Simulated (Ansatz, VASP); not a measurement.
Si: VASP beside Ansatz

```
CELL_PARAMETERS angstrom
-3.28196 3.28196 3.15265
3.28196 -3.28196 3.15265
3.28196 3.28196 -3.15265
ATOMIC_POSITIONS crystal
Si 0.20285 0.20285 0.20285
Si 0.50000 0.00000 0.29715
Si 0.29715 0.50000 0.00000
Si 0.00000 0.29715 0.50000
Si 0.79715 0.79715 0.79715
Si 0.50000 0.00000 0.70285
Si 0.70285 0.50000 0.00000
Si 0.00000 0.70285 0.50000
```

Alike in both runs: task single point; functional PBE; k mesh 10 × 10 × 10; occupations gaussian, width 0.15 eV; no spin polarisation.

|  | VASP | Ansatz |
| --- | --- | --- |
| version | VASP 6.6.1 | Ansatz 0.2.0 |
| potentials or method | VASP PAW PBE potentials, release 64 (Si), cutoff 520 eV | scalar-relativistic, plane waves, PAW |
| valence electrons in the cell | 32 | 32 |

```tsv
	VASP	Ansatz	Ansatz less VASP
gap on the k mesh at the Fermi level (eV)	none	none	-
pressure (GPa)	9.5	9.6	+0.10
traceless stress, the component that is largest in VASP (GPa)	4.41	4.41	-0.004
rms of the force components (eV/Å)	0.317	0.318	+0.0017
```

Atom by atom the forces differ by 0.002 eV/Å (rms over components). A gap of «none» marks a metal or a gap that the smearing closes.
